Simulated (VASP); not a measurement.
Runs of VASP 6.6.1 on AlN. The structure is that of space group P6_3mc (No. 186), or close to it. The cells are those of the table. 

| cell | gap on the mesh (eV) | pressure (GPa) | largest force (eV/Å) |
| --- | --- | --- | --- |
| a = 3.267, b = 3.267, c = 4.729 Å, angles 90.0, 90.0, 120.0°, 4 atoms | (b) | -8.8 | 1.15 |
| a = 3.189, b = 3.189, c = 5.102 Å, angles 90.0, 90.0, 120.0°, 4 atoms | 4.17 | -14.4 | 0.19 |
| a = 3.189, b = 3.189, c = 4.978 Å, angles 90.0, 90.0, 120.0°, 4 atoms | 4.33 | -10.6 | 0.03 |
| a = 3.267, b = 3.267, c = 4.854 Å, angles 90.0, 90.0, 120.0°, 4 atoms | 3.99 | (d) | 0.57 |
| a = 3.111, b = 3.111, c = 5.102 Å, angles 90.0, 90.0, 120.0°, 4 atoms | 4.66 | -5.4 | 0.40 |
| a = 3.189, b = 3.189, c = 4.854 Å, angles 90.0, 90.0, 120.0°, 4 atoms | 4.48 | (c) | 0.40 |
| a = 3.111, b = 3.111, c = 5.227 Å, angles 90.0, 90.0, 120.0°, 4 atoms | 4.47 | -9.0 | 0.48 |
| a = 3.189, b = 3.189, c = 4.729 Å, angles 90.0, 90.0, 120.0°, 4 atoms | 4.62 | (a) | 0.96 |

Alike in all rows: task single point; level r2SCAN; potentials or basis VASP PAW PBE potentials, release 64 (Al, N); no spin polarisation; k mesh 12 × 12 × 6; cutoff (eV) 520; smearing gaussian 0.05 eV.

Problem. Estimate the missing entries.

Solution. (a) -0.3; (b) 4.14; (c) -5.9; (d) -13.8.

Caveats: the PAW data sets were made with another functional, which shifts forces and pressure a little; the cell stands under tension (at least some runs).

A k mesh can miss the band edges.
